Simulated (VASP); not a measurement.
The system is Sn.

```xyz
1
Lattice="3.4256 0.0000 0.0000 0.0000 3.4256 0.0000 0.0000 0.0000 3.5099" Properties=species:S:1:pos:R:3 pbc="T T T"
Sn    0.0000    0.0000    0.0000
```

| Item | Value |
| --- | --- |
| Program | VASP 6.6.1 |
| Task | relaxation of cell and atoms |
| Functional | PBE |
| Potentials or basis | VASP PAW PBE potentials, release 64 (Sn_d) |
| Cutoff | 500 eV |
| k mesh | 6 × 6 × 6 |
| Occupations | gaussian, width 0.1 eV |
| Spin | no spin polarisation |

At the start: pressure -7.1 GPa; volume 41.19 Å³/atom.

Q: Where does the relaxation end?

A: Over 6 steps the energy falls by 369.2 meV/atom and the volume is 29.21 Å³/atom (-29.1 %); space group Pm-3m (No. 221, to 0.1 Å) before and after.

The path:
| step | energy change (eV) | largest force (eV/Å) | pressure (GPa) | volume (Å³) |
| --- | --- | --- | --- | --- |
| 1 | 0.0000 | 0.0000 | -7.08 | 41.19 |
| 2 | -0.3510 | 0.0000 | -2.61 | 31.26 |
| 3 | -0.3678 | 0.0000 | -0.21 | 29.46 |
| 4 | -0.3679 | 0.0000 | 0.13 | 29.25 |
| 5 | -0.3692 | 0.0000 | 0.21 | 29.21 |
| 6 | -0.3692 | 0.0000 | 0.19 | 29.21 |

Final structure:
```xyz
1
Lattice="3.0762 0.0000 0.0000 0.0000 3.0762 0.0000 0.0000 0.0000 3.0863" Properties=species:S:1:pos:R:3 pbc="T T T"
Sn    0.0000    0.0000    0.0000
```

Caveat: the volume moved by over 15 % at a fixed basis, so the end points are rough.
